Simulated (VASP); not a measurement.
A run of VASP 6.6.1 is set up as follows.

Contents of INCAR:

```
SYSTEM = HfIn4SiO6
  PREC = Accurate
  ENCUT = 520
  EDIFF = 1E-6
  ISMEAR = -1
  SIGMA = 0.05
  LREAL = .False.
  LASPH = .True.
  NELM = 60
  ALGO = Normal
  ISIF = 2
  LWAVE = .False.
  LCHARG = .True.
  GGA = PE
  IVDW = 13
  LELF = .True.
  LVHAR = .True.
  NBANDS = 63
```

Contents of KPOINTS:

```
regular mesh
0
Gamma
  4 4 3
  0 0 0
```

Contents of POSCAR:

```
HfIn4SiO6
1.0
    3.0317242154     -5.4832203472     -0.0589861200
    3.0317242154      5.4832203472     -0.0589861200
   -1.4653818059      0.0000000000      6.4218767837
Hf In Si O
1 4 1 6
Direct
    0.0858868964      0.0858868964      0.0037708612
    0.7940477740      0.4832121101      0.0070001489
    0.4832121101      0.7940477740      0.0070001489
    0.5472835831      0.2148472324      0.5030483251
    0.2148472324      0.5472835831      0.5030483251
    0.8601714027      0.8601714027      0.4433462978
    0.8337109023      0.5835784197      0.3737249093
    0.5835784197      0.8337109023      0.3737249093
    0.0607324495      0.0607324495      0.3125587323
    0.9774651684      0.9774651684      0.6928111100
    0.4260947150      0.1329593464      0.0599831161
    0.1329593464      0.4260947150      0.0599831161
```

Potentials or basis: VASP PAW PBE potentials, release 64 (Hf_pv, In_d, Si, O).

The run is started by

```bash
$ cat potpaw_PBE.64/Hf_pv/POTCAR potpaw_PBE.64/In_d/POTCAR potpaw_PBE.64/Si/POTCAR potpaw_PBE.64/O/POTCAR > POTCAR
$ mpirun -np 1 vasp_std > vasp.out
```

Task: What does it give for the pressure?

Result: -0.3 GPa.

Task: Predict the largest force.

Result: 0.205 eV/Å.

Task: Estimate the dispersion energy per atom.

Result: -0.215 eV.

Forces on the atoms (eV/Å):
```
Hf   0.041  0.000  0.019
In   0.011  0.013 -0.012
In   0.011 -0.013 -0.012
In  -0.008  0.000  0.007
In  -0.008  0.000  0.007
Si   0.014  0.000  0.010
O   -0.025 -0.042 -0.012
O   -0.025  0.042 -0.012
O    0.086  0.000 -0.161
O    0.034  0.000  0.202
O   -0.065  0.093 -0.018
O   -0.065 -0.093 -0.018
```
